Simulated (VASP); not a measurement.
Runs of VASP 6.6.1 on Sn. The structure is that of space group I4/mmm (No. 139), or close to it. The cells are those of the table. 

| task | cell | cutoff (eV) | gap on the mesh (eV) | pressure (GPa) |
| --- | --- | --- | --- | --- |
| single point | a = 3.943, b = 3.283, c = 3.282 Å, angles 73.8, 53.1, 53.1°, 1 atom | 520 | none | (a) |
| single point | a = 3.808, b = 3.177, c = 3.177 Å, angles 73.7, 53.2, 53.2°, 1 atom | 520 | none | 8.1 |
| single point | a = 3.856, b = 3.213, c = 3.213 Å, angles 73.7, 53.1, 53.1°, 1 atom | 520 | none | 5.4 |
| relaxation of shape and atoms at fixed volume | relaxed from a = 3.813, b = 3.177, c = 3.177 Å, angles 73.7, 53.1, 53.1°, 1 atom | 600 | none | 8.1 |
| relaxation of shape and atoms at fixed volume | relaxed from a = 4.172, b = 3.433, c = 3.433 Å, angles 74.8, 52.6, 52.6°, 1 atom | 600 | none | -3.4 |

Alike in all rows: level PBE; potentials or basis VASP PAW PBE potentials, release 64 (Sn_d); no spin polarisation; k mesh 20 × 20 × 20; smearing gaussian 0.1 eV.

Fill in the values left out.

(a) 1.4.

Caveats: spin-orbit coupling is left out, which moves the levels of the heavy elements; the cell stands under pressure (at least some runs).

A k mesh can miss the band edges, and the runs leave out spin-orbit coupling on Sn.

A gap of «none» marks levels without a gap at the run's occupations.
